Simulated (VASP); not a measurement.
# I (Fmmm) in VASP: a series of runs

I is run at these levels: LDA; tasks: single point.

Program: VASP 6.6.1. These are calculated values, not measurements. Logs are shortened: lines on timing, memory, paths and dates and some standing lists are left out, and cuts for length are marked.

## 1. The cell of the first run

Symmetry: Fmmm, No. 69, orthorhombic system. Conventional cell: a = 4.414 Å, b = 4.763 Å, c = 7.871 Å, α = 90.00°, β = 90.00°, γ = 90.00°. Within 4.3 Å of I (site symmetry mmm) lie 4 I at 3.25 Å.

## 2. Single point, LDA (volume scaled by 1.02)

Input file INCAR:

```
SYSTEM = I
ALGO = Normal
EDIFF = 1E-7
ENCUT = 520
ISIF = 2
ISMEAR = -1
LASPH = .TRUE.
LCHARG = .FALSE.
LREAL = .FALSE.
LWAVE = .FALSE.
NBANDS = 10
NELM = 60
PREC = Accurate
SIGMA = 0.05
```

Input file KPOINTS:

```
k-points
0
G
  9 9 9
  0 0 0
```

Input file POSCAR:

```
I
1.0
    0.0000000000      2.3812671275      3.9357338680
    2.2067640717      0.0000000000      3.9357338680
    2.2067640717      2.3812671275      0.0000000000
I
1
Direct
    0.0000000000      0.0000000000      0.0000000000
```

Potentials or basis: VASP PAW LDA potentials, release 64 (I).

Run with:

```bash
> cat potpaw_LDA.64/I/POTCAR > POTCAR
> mpirun -np 1 vasp_std > vasp.out
```

OUTCAR:

```text
SYSTEM = I
   EDIFF = 1E-7
   ENCUT = 520
   ISIF = 2
   ISMEAR = -1
   LASPH = .TRUE.
   LREAL = .FALSE.
   NELM = 60
   PREC = Accurate

 ion  position               nearest neighbor table
   1  0.000  0.000  0.000-

  LATTYP: Found a face centered orthorhombic cell.
 ALAT       =     4.4135281434
 B/A-ratio  =     1.0790764441
 C/A-ratio  =     1.7834864716

  Lattice vectors:

 A1 = (   0.0000000000,   2.3812671275,   3.9357338680)
 A2 = (   2.2067640717,   0.0000000000,   3.9357338680)
 A3 = (   2.2067640717,   2.3812671275,   0.0000000000)

Analysis of symmetry for initial positions (statically):
=====================================================================
 Subroutine PRICEL returns:
 Original cell was already a primitive cell.

 Routine SETGRP: Setting up the symmetry group for a
 face centered orthorhombic supercell.

 Subroutine GETGRP returns: Found  8 space group operations
 (whereof  8 operations were pure point group operations)
 out of a pool of  8 trial point group operations.

The static configuration has the point symmetry D_2h.

Analysis of symmetry for dynamics (positions and initial velocities):
=====================================================================
 Subroutine PRICEL returns:
 Original cell was already a primitive cell.

 Routine SETGRP: Setting up the symmetry group for a
 face centered orthorhombic supercell.

 Subroutine GETGRP returns: Found  8 space group operations
 (whereof  8 operations were pure point group operations)
 out of a pool of  8 trial point group operations.

The dynamic configuration has the point symmetry D_2h.

 Subroutine INISYM returns: Found  8 space group operations
 (whereof  8 operations are pure point group operations),
 and found     1 'primitive' translations

----------------------------------------------------------------------------------------

                                     Primitive cell

  volume of cell :      41.3637

  direct lattice vectors                    reciprocal lattice vectors
     0.000000000  2.381267128  3.935733868    -0.226576101  0.209972243  0.127041110
     2.206764072  0.000000000  3.935733868     0.226576101 -0.209972243  0.127041110
     2.206764072  2.381267128  0.000000000     0.226576101  0.209972243 -0.127041110

  length of vectors
     4.600047197  4.512184476  3.246573702     0.334012749  0.334012749  0.334012749

  position of ions in fractional coordinates (direct lattice)
[... 75 lines left out ...]
   ENCUT  =  520.0 eV  38.22 Ry    6.18 a.u.   8.55  8.39  6.04*2*pi/ulx,y,z
   NELM   =     60;   NELMIN=  2; NELMDL= -5     # of ELM steps
   EDIFF  = 0.1E-06   stopping-criterion for ELM
   LREAL  =      F    real-space projection
   EDIFFG = 0.1E-05   stopping-criterion for IOM
   NSW    =      0    number of steps for IOM
   IBRION =     -1    ionic relax: 0-MD 1-quasi-New 2-CG
   NFREE  =      0    steps in history (QN), initial steepest desc. (CG)
   ISIF   =      2    stress and relaxation
   ISYM   =      2    0-nonsym 1-usesym 2-fastsym
   POTIM  = 0.5000    time-step for ionic-motion
   TEBEG  =    0.0;   TEEND  =   0.0 temperature during run
   PSTRESS=    0.0 pullay stress
   NELECT =       7.0000    total number of electrons
   NUPDOWN=      -1.0000    fix difference up-down
   EMIN   =  10.00;   EMAX   =-10.00  energy-range for DOS
   EFERMI =   0.00;   METHOD = LEGACY
   ISMEAR =    -1;   SIGMA  =   0.05  broadening in eV -4-tet -1-fermi 0-gaus
   EFERMI_NEDOS =   21; number of points for ismear=-14 and -15
   IALGO  =     38    algorithm
   IMIX   =      4    mixing-type and parameters
     AMIX     =   0.40;   BMIX     =  1.00
     AMIX_MAG =   1.60;   BMIX_MAG =  1.00
  volume/ion in A,a.u.               =      41.36       279.14
  Fermi-wavevector in a.u.,A,eV,Ry     =   0.905526  1.711196 11.156469  0.819977
  Thomas-Fermi vector in A             =   2.029104
   LORBIT       =      0    0 simple, 1 ext, 2 COOP (PROOUT), +10 PAW based schemes
   GGA     = CA    functional components
   LHFCALC =     F    Hartree Fock is set to
   AEXX    =    0.0000 exact exchange contribution
   IVDW    =     0    specifies the selected vdW correction
   LEPSILON=     F    determine dielectric tensor
   LRPA    =     F    only Hartree local field effects (RPA)
 non-spin polarized calculation
  energy-cutoff  :      520.00
  volume of cell :       41.36
 maximum number of plane-waves:      1131
 NGX is ok and might be reduce to    36
   NGX = 17   NGY = 17   NGZ = 13

 number of electron       7.0000000 magnetization

 Free energy of the ion-electron system (eV)
  ---------------------------------------------------
  ext. energy  EPLUGINS =         0.00000000
  ---------------------------------------------------
  free energy    TOTEN  =        -1.90478753 eV

  energy without entropy =       -1.89923833  energy(sigma->0) =       -1.90201293

 E-fermi :   3.0620     XC(G=0):  -8.5220

 val. band max:        3.0599112594   @ k =  -0.2222   0.0000   0.1111
 cond. band min:       3.0891728898   @ k =   0.3333   0.2222   0.1111
 fundamental gap:      0.0292616305
 Fermi energy:         3.0619867578

 k-point     1 :       0.0000    0.0000    0.0000
  band No.  band energies     occupation
      1     -10.7013      2.00000
      2       1.2385      2.00000
      3       3.8198      0.00000
      4       4.0743      0.00000
      5       7.3873      0.00000
      6      10.6329      0.00000
      7      11.1642      0.00000
      8      15.1260      0.00000
      9      15.2873      0.00000
     10      15.4237      0.00000
[... 287 lines left out ...]
 k-point    24 :       0.4444    0.4444    0.0000
  band No.  band energies     occupation
      1     -10.4701      2.00000
      2      -0.8358      2.00000
      3       3.6098      0.00003
      4       3.8840      0.00000
      5      10.1074      0.00000
      6      10.2435      0.00000
      7      13.0794      0.00000
      8      17.6974      0.00000
      9      17.9430      0.00000
     10      18.1160      0.00000

 [... further k-points ...]
[... 5 lines left out ...]
  --------------------------------------------------------------------------------------
  -------------------------------------------------------------------------------------
  Total       -0.8356504     -0.9784985     -0.2898429      0.0000000      0.0000000      0.0000000
  in kB      -32.3679705    -37.9010312    -11.2267350      0.0000000      0.0000000      0.0000000
  external PRESSURE =     -27.1652456 kB  Pullay stress =       0.0000000 kB

 VOLUME and BASIS-vectors are now :
 -----------------------------------------------------------------------------
  energy-cutoff  :      520.00
  volume of cell :       41.36
      direct lattice vectors                 reciprocal lattice vectors
     0.000000000  2.381267128  3.935733868    -0.226576101  0.209972243  0.127041110
     2.206764072  0.000000000  3.935733868     0.226576101 -0.209972243  0.127041110
     2.206764072  2.381267128  0.000000000     0.226576101  0.209972243 -0.127041110

 POSITION                                       TOTAL-FORCE (eV/Angst)
 -----------------------------------------------------------------------------------
      0.00000      0.00000      0.00000         0.000000      0.000000      0.000000
 -----------------------------------------------------------------------------------
    total drift:                                0.000000      0.000000      0.000000

  FREE ENERGIE OF THE ION-ELECTRON SYSTEM (eV)
  ---------------------------------------------------
  free  energy   TOTEN  =        -1.9047875271 eV

  energy  without entropy=       -1.8992383253  energy(sigma->0) =       -1.90201293
```

Wall time 33 s (1 thread of Intel Xeon 6975P-C, shared host); peak memory 0.18 GiB.

What came out:

```
Free energy : -1.9048 eV
Pressure    : -2.7 GPa
```

Caveat: spin-orbit coupling is left out, which moves the levels of the heavy elements; an odd number of electrons without spin polarisation forces a metal; a magnetic or distorted state may lie lower.

## 3. Single point, LDA (volume scaled by 1.04)

Input file INCAR:

```
SYSTEM = I
  ALGO = Normal
  EDIFF = 1E-7
  ENCUT = 520
  GGA = CA
  ISIF = 2
  ISMEAR = -1
  LASPH = .TRUE.
  LCHARG = .FALSE.
  LREAL = .FALSE.
  LWAVE = .FALSE.
  NBANDS = 10
  NELM = 100
  PREC = Accurate
  SIGMA = 0.05
```

KPOINTS is that of step 2.

Input file POSCAR:

```
I
1.0
    0.0000000000      2.3967303343      3.9612912976
    2.2210941101      0.0000000000      3.9612912976
    2.2210941101      2.3967303343      0.0000000000
I
1
Direct
    0.0000000000      0.0000000000      0.0000000000
```

Potentials or basis: VASP PAW LDA potentials, release 64 (I).

Run with:

```bash
> cat potpaw_LDA.64/I/POTCAR > POTCAR
> mpirun -np 1 vasp_std > vasp.out
```

Wall time 32 s (1 thread of Intel Xeon 6975P-C, shared host); peak memory 0.18 GiB.

Results (log left out):

| Item | Value |
| --- | --- |
| Free energy | -1.8902 eV |
| Pressure | -3.1 GPa |

Stress tensor (GPa, compression positive):
```
-3.71  0.00  0.00
 0.00 -4.36  0.00
 0.00  0.00 -1.13
```

Levels at points of the mesh, in eV from the Fermi level:
| k point | band 1 | band 2 | band 3 | band 4 | band 5 | band 6 | band 7 | band 8 | band 9 |
| --- | --- | --- | --- | --- | --- | --- | --- | --- | --- |
| (0.00, 0.00, 0.00) | -13.64 | -1.76 | 0.73 | 0.98 | 4.36 | 7.60 | 8.06 | 12.04 | 12.21 |

Caveat: spin-orbit coupling is left out, which moves the levels of the heavy elements; an odd number of electrons without spin polarisation forces a metal; a magnetic or distorted state may lie lower.
